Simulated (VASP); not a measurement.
# Cu (Fmmm) in VASP: a series of runs

Runs on Cu. Level: PBE. Tasks: single point.

All numbers are computed with VASP 6.6.1; they aren't measurements. Logs are shortened: lines on timing, memory, paths and dates and some standing lists are left out, and cuts for length are marked.

### Step 1. The cell of the first run

It takes space group Fmmm (No. 69, orthorhombic). Conventional cell: a = 2.759 Å, b = 4.111 Å, c = 4.236 Å, α = 90.00°, β = 90.00°, γ = 90.00°. Cu (site symmetry mmm) has 14 Cu at 2.48 to 2.95 Å within 3.3 Å.

### Step 2. Single point, PBE (strain +0.0300 x Voigt [0, 0, 0, 0, 0, 1])

INCAR

```
PREC     = Accurate       # precision mode
ENCUT    = 520            # plane-wave cutoff, eV
EDIFF    = 1E-6           # SCF threshold, eV
ISMEAR   = 0              # smearing method
SIGMA    = 0.15           # smearing width, eV
LREAL    = False          # projectors in reciprocal space
LASPH    = True           # aspherical terms in the spheres
NELM     = 100            # most SCF steps
ALGO     = Fast           # electronic algorithm
ISIF     = 2              # what is computed and relaxed
LWAVE    = False          # write WAVECAR
LCHARG   = False          # write CHGCAR
GGA      = PE             # functional
NBANDS   = 12             # bands
```

KPOINTS

```
Automatic mesh
0
Gamma
  30 30 30
```

POSCAR

```
Cu
1.0
   -1.4533972895      1.4533972895      1.3795566845
    1.4533972895     -1.4533972895      1.3795566845
    1.4976631967      1.4976631967     -1.3795566845
Cu
1
Direct
    0.0000000000      0.0000000000      0.0000000000
```

Potentials or basis: VASP PAW PBE potentials, release 64 (Cu).

On the command line:

```
$ cat potpaw_PBE.64/Cu/POTCAR > POTCAR
$ mpirun -np 1 vasp_std > vasp.out
```

OUTCAR:

```text
PREC = Accurate
   ENCUT = 520
   EDIFF = 1E-6
   ISMEAR = 0
   LREAL = False
   LASPH = True
   NELM = 100
   ISIF = 2
   GGA = PE

 ion  position               nearest neighbor table
   1  0.000  0.000  0.000-

  LATTYP: Found a face centered orthorhombic cell.
 ALAT       =     2.7591133690
 B/A-ratio  =     1.4899091726
 C/A-ratio  =     1.5352871168

  Lattice vectors:

 A1 = (   2.9510604862,   0.0442659072,   0.0000000000)
 A2 = (   1.4976631967,   1.4976631967,   1.3795566845)
 A3 = (   1.4533972895,  -1.4533972895,   1.3795566845)

Analysis of symmetry for initial positions (statically):
=====================================================================
 Subroutine PRICEL returns:
 Original cell was already a primitive cell.

 Routine SETGRP: Setting up the symmetry group for a
 face centered orthorhombic supercell.

 Subroutine GETGRP returns: Found  8 space group operations
 (whereof  8 operations were pure point group operations)
 out of a pool of  8 trial point group operations.

The static configuration has the point symmetry D_2h.

Analysis of symmetry for dynamics (positions and initial velocities):
=====================================================================
 Subroutine PRICEL returns:
 Original cell was already a primitive cell.

 Routine SETGRP: Setting up the symmetry group for a
 face centered orthorhombic supercell.

 Subroutine GETGRP returns: Found  8 space group operations
 (whereof  8 operations were pure point group operations)
 out of a pool of  8 trial point group operations.

The dynamic configuration has the point symmetry D_2h.

 Subroutine INISYM returns: Found  8 space group operations
 (whereof  8 operations are pure point group operations),
 and found     1 'primitive' translations

----------------------------------------------------------------------------------------

                                     Primitive cell

  volume of cell :      12.0115

  direct lattice vectors                    reciprocal lattice vectors
    -1.453397290  1.453397290  1.379556685    -0.005084062  0.338937496  0.362435270
     1.453397290 -1.453397290  1.379556685     0.338937496 -0.005084062  0.362435270
     1.497663197  1.497663197 -1.379556685     0.333853433  0.333853433  0.000000000

  length of vectors
     2.475460363  2.475460363  2.527680112     0.496249734  0.496249734  0.472140053

  position of ions in fractional coordinates (direct lattice)
     0.000000000  0.000000000  0.000000000

  ion indices of the primitive-cell ions
   primitive index   ion index
                 1           1

----------------------------------------------------------------------------------------

 KPOINTS: Automatic mesh

Automatic generation of k-mesh.
 Grid dimensions read from file:
 generate k-points for:   30   30   30

 Generating k-lattice:

  Cartesian coordinates                     Fractional coordinates (reciprocal lattice)
    -0.000169469  0.011297917  0.012081176     0.033333333  0.000000000  0.000000000
     0.011297917 -0.000169469  0.012081176     0.000000000  0.033333333  0.000000000
     0.011128448  0.011128448  0.000000000     0.000000000  0.000000000  0.033333333

  Length of vectors
     0.016541658  0.016541658  0.015738002

  Shift w.r.t. Gamma in fractional coordinates (k-lattice)
     0.000000000  0.000000000  0.000000000

 Subroutine IBZKPT returns following result:
 ===========================================

 Found   3736 irreducible k-points:

 Following reciprocal coordinates:
            Coordinates               Weight
  0.000000  0.000000  0.000000      1.000000
  0.033333  0.000000  0.000000      8.000000
  0.066667  0.000000  0.000000      8.000000
  0.100000  0.000000  0.000000      8.000000
  0.133333  0.000000 -0.000000      8.000000
  0.166667 -0.000000  0.000000      8.000000
[... 16 lines left out ...]
  0.233333  0.033333  0.000000      8.000000
  0.266667  0.033333 -0.000000      8.000000
 [... further k-points ...]
   k-points           NKPTS =   3736   k-points in BZ     NKDIM =   3736   number of bands    NBANDS=     12
   number of dos      NEDOS =    301   number of ions     NIONS =      1
   total plane-waves  NPLWV =   6480
   dimension x,y,z NGX =    18 NGY =   18 NGZ =   20
   dimension x,y,z NGXF=    36 NGYF=   36 NGZF=   40
   ions per type =               1
   NGX,Y,Z   is equivalent  to a cutoff of  12.09, 12.09, 13.15 a.u.
   NGXF,Y,Z  is equivalent  to a cutoff of  24.18, 24.18, 26.31 a.u.
 SYSTEM =  unknown system
   PREC   = accura    normal or accurate (medium, high low for compatibility)
   ISTART =      0    job   : 0-new  1-cont  2-samecut
   ICHARG =      2    charge: 1-file 2-atom 10-const
   ISPIN  =      1    spin polarized calculation?
   LNONCOLLINEAR =      F non collinear calculations
   LSORBIT =      F    spin-orbit coupling
   LASPH  =      T    aspherical Exc in radial PAW
   ENCUT  =  520.0 eV  38.22 Ry    6.18 a.u.   4.60  4.60  4.70*2*pi/ulx,y,z
   NELM   =    100;   NELMIN=  2; NELMDL= -5     # of ELM steps
   EDIFF  = 0.1E-05   stopping-criterion for ELM
   LREAL  =      F    real-space projection
   EDIFFG = 0.1E-04   stopping-criterion for IOM
   NSW    =      0    number of steps for IOM
   IBRION =     -1    ionic relax: 0-MD 1-quasi-New 2-CG
   NFREE  =      0    steps in history (QN), initial steepest desc. (CG)
   ISIF   =      2    stress and relaxation
   ISYM   =      2    0-nonsym 1-usesym 2-fastsym
   POTIM  = 0.5000    time-step for ionic-motion
   TEBEG  =    0.0;   TEEND  =   0.0 temperature during run
   PSTRESS=    0.0 pullay stress
   NELECT =      11.0000    total number of electrons
   NUPDOWN=      -1.0000    fix difference up-down
   EMIN   =  10.00;   EMAX   =-10.00  energy-range for DOS
   EFERMI =   0.00;   METHOD = LEGACY
   ISMEAR =     0;   SIGMA  =   0.15  broadening in eV -4-tet -1-fermi 0-gaus
   EFERMI_NEDOS =   21; number of points for ismear=-14 and -15
   IALGO  =     68    algorithm
   IMIX   =      4    mixing-type and parameters
     AMIX     =   0.40;   BMIX     =  1.00
     AMIX_MAG =   1.60;   BMIX_MAG =  1.00
  volume/ion in A,a.u.               =      12.01        81.06
  Fermi-wavevector in a.u.,A,eV,Ry     =   1.589790  3.004267 34.387795  2.527432
  Thomas-Fermi vector in A             =   2.688585
   LORBIT       =      0    0 simple, 1 ext, 2 COOP (PROOUT), +10 PAW based schemes
   GGA     = PE    functional components
   LHFCALC =     F    Hartree Fock is set to
   AEXX    =    0.0000 exact exchange contribution
   IVDW    =     0    specifies the selected vdW correction
   LEPSILON=     F    determine dielectric tensor
   LRPA    =     F    only Hartree local field effects (RPA)
 non-spin polarized calculation
 RMM-DIIS sequential band-by-band and
 Gauss-broadening in eV      SIGMA  =   0.15
  energy-cutoff  :      520.00
  volume of cell :       12.01
 maximum number of plane-waves:       341
   NGX =  9   NGY =  9   NGZ =  9

 number of electron      10.9999984 magnetization

 Free energy of the ion-electron system (eV)
  ---------------------------------------------------
  ext. energy  EPLUGINS =         0.00000000
  ---------------------------------------------------
  free energy    TOTEN  =        -3.69084104 eV

  energy without entropy =       -3.68687752  energy(sigma->0) =       -3.68885928

 E-fermi :   7.3818     XC(G=0): -12.6283

 val. band max:        7.3816458857   @ k =   0.3000   0.0333   0.1667
 cond. band min:       7.3822517933   @ k =   0.1000  -0.0000   0.4333
 fundamental gap:      0.0006059076
 Fermi energy:         7.3818207149

 k-point     1 :       0.0000    0.0000    0.0000
  band No.  band energies     occupation
      1      -1.8394      2.00000
      2       4.1600      2.00000
      3       4.3307      2.00000
      4       4.5200      2.00000
      5       5.1603      2.00000
      6       5.4325      2.00000
      7      30.7246      0.00000
      8      32.1467      0.00000
      9      33.3632      0.00000
     10      34.6259      0.00000
     11      35.1332      0.00000
     12      35.6120      0.00000

 k-point     2 :       0.0333    0.0000    0.0000
  band No.  band energies     occupation
      1      -1.7959      2.00000
      2       4.1649      2.00000
      3       4.3324      2.00000
      4       4.5199      2.00000
      5       5.1612      2.00000
      6       5.4259      2.00000
      7      30.5501      0.00000
      8      31.9395      0.00000
      9      32.9246      0.00000
     10      34.3954      0.00000
     11      34.7603      0.00000
     12      35.0257      0.00000

 k-point     3 :       0.0667    0.0000    0.0000
  band No.  band energies     occupation
      1      -1.6658      2.00000
      2       4.1717      2.00000
      3       4.3415      2.00000
      4       4.5226      2.00000
      5       5.1639      2.00000
      6       5.4075      2.00000
      7      30.0620      0.00000
      8      31.1606      0.00000
      9      31.9501      0.00000
     10      33.5867      0.00000
     11      34.1453      0.00000
     12      34.7339      0.00000
[... 286 lines left out ...]
 k-point    23 :       0.2333    0.0333    0.0000
  band No.  band energies     occupation
      1       0.4670      2.00000
      2       3.9051      2.00000
      3       4.2836      2.00000
      4       5.1122      2.00000
      5       5.2312      2.00000
      6       5.3549      2.00000
      7      21.2666      0.00000
      8      26.1992      0.00000
      9      27.4302      0.00000
     10      29.6792      0.00000
     11      32.0252      0.00000
     12      36.1525      0.00000

 k-point    24 :       0.2667    0.0333   -0.0000
  band No.  band energies     occupation
      1       1.0053      2.00000
      2       3.8288      2.00000
      3       4.3256      2.00000
      4       5.2192      2.00000
      5       5.3054      2.00000
      6       5.3944      2.00000
      7      19.5747      0.00000
      8      25.6070      0.00000
      9      26.6792      0.00000
     10      29.3000      0.00000
     11      31.7856      0.00000
     12      36.7391      0.00000

 [... further k-points ...]

------------------------ aborting loop because EDIFF is reached ----------------------------------------

  FORCE on cell =-STRESS in cart. coord.  units (eV):
  Direction    XX          YY          ZZ          XY          YZ          ZX
  --------------------------------------------------------------------------------------
  -------------------------------------------------------------------------------------
  Total        0.0516795      0.0516795      0.0657966     -0.2301882      0.0000000      0.0000000
  in kB        6.8933540      6.8933540      8.7763916    -30.7040470      0.0000000      0.0000000
  external PRESSURE =       7.5210332 kB  Pullay stress =       0.0000000 kB

 VOLUME and BASIS-vectors are now :
 -----------------------------------------------------------------------------
  energy-cutoff  :      520.00
  volume of cell :       12.01
      direct lattice vectors                 reciprocal lattice vectors
    -1.453397290  1.453397290  1.379556685    -0.005084062  0.338937496  0.362435270
     1.453397290 -1.453397290  1.379556685     0.338937496 -0.005084062  0.362435270
     1.497663197  1.497663197 -1.379556685     0.333853433  0.333853433  0.000000000

 POSITION                                       TOTAL-FORCE (eV/Angst)
 -----------------------------------------------------------------------------------
      0.00000      0.00000      0.00000         0.000000      0.000000      0.000000
 -----------------------------------------------------------------------------------
    total drift:                               -0.000000     -0.000000      0.000000

  FREE ENERGIE OF THE ION-ELECTRON SYSTEM (eV)
  ---------------------------------------------------
  free  energy   TOTEN  =        -3.6908410354 eV

  energy  without entropy=       -3.6868775250  energy(sigma->0) =       -3.68885928
```

Run time: 4 min. Hardware: 1 thread of AMD EPYC 9R45 (Zen 5), shared host; peak memory 0.56 GiB.

What came out:

```
Free energy            : -3.6908 eV
Pressure               : 0.8 GPa
Band gap on the k mesh : zero (an odd number of electrons rules out a gap without spin polarisation)
```

Levels at points of the mesh, in eV from the Fermi level:
```tsv
k point	band 4	band 5	band 6	band 7	band 8	band 9
(0.00, 0.00, 0.00)	-2.86	-2.22	-1.95	23.34	24.76	25.98
(0.50, 0.00, 0.00)	-1.84	-1.36	-0.36	4.52	16.26	17.32
(0.50, 0.50, 0.00)	-2.10	-1.35	-0.66	4.11	18.38	18.38
(0.00, 0.00, 0.50)	-1.98	-1.42	-1.07	3.48	18.78	19.03
(0.50, 0.50, 0.50)	-1.48	-1.48	7.22	7.42	9.86	12.83
```

Caveat: the cell differs from its parent crystal (strain +0.0300 x Voigt [0, 0, 0, 0, 0, 1]).

### Step 3. Single point, PBE (strain +0.0250 x Voigt [0, 0, 0, 0, 0, 1])

INCAR

```
  PREC = Accurate
  ENCUT = 520
  EDIFF = 1E-6
  ISMEAR = 0
  SIGMA = 0.15
  LREAL = F
  LASPH = T
  NELM = 100
  ALGO = Fast
  ISIF = 2
  LWAVE = F
  LCHARG = F
  GGA = PE
  NBANDS = 12
```

KPOINTS is that of step 2.

POSCAR

```
Cu
1.0
   -1.4570861151      1.4570861151      1.3795566845
    1.4570861151     -1.4570861151      1.3795566845
    1.4939743711      1.4939743711     -1.3795566845
Cu
1
Direct
    0.0000000000      0.0000000000      0.0000000000
```

Potentials or basis: VASP PAW PBE potentials, release 64 (Cu).

On the command line:

```
$ cat potpaw_PBE.64/Cu/POTCAR > POTCAR
$ mpirun -np 1 vasp_std > vasp.out
```

Wall time 4.3 min (1 thread of AMD EPYC 9R45 (Zen 5), shared host); peak memory 0.56 GiB.

Results (log left out):

```
Free energy            : -3.6919 eV
Pressure               : 0.7 GPa
Band gap on the k mesh : zero (an odd number of electrons rules out a gap without spin polarisation)
```

Stress tensor (GPa, compression positive):
```
 0.66 -2.55  0.00
-2.55  0.66  0.00
 0.00  0.00  0.82
```

Levels at points of the mesh, in eV from the Fermi level:
```csv
k point,band 3,band 4,band 5,band 6,band 7,band 8,band 9,band 10
"(0.00, 0.00, 0.00)",-3.03,-2.88,-2.22,-1.95,23.48,24.67,25.98,27.37
"(0.50, 0.00, 0.00)",-2.10,-1.84,-1.36,-0.36,4.52,16.34,17.22,20.61
"(0.50, 0.50, 0.00)",-2.33,-2.09,-1.36,-0.69,4.06,18.41,18.43,22.09
"(0.00, 0.00, 0.50)",-2.28,-1.99,-1.42,-1.03,3.53,18.75,18.97,22.48
"(0.50, 0.50, 0.50)",-1.60,-1.49,-1.48,7.24,7.40,9.86,12.83,13.43
```

Caveat: the cell differs from its parent crystal (strain +0.0250 x Voigt [0, 0, 0, 0, 0, 1]).
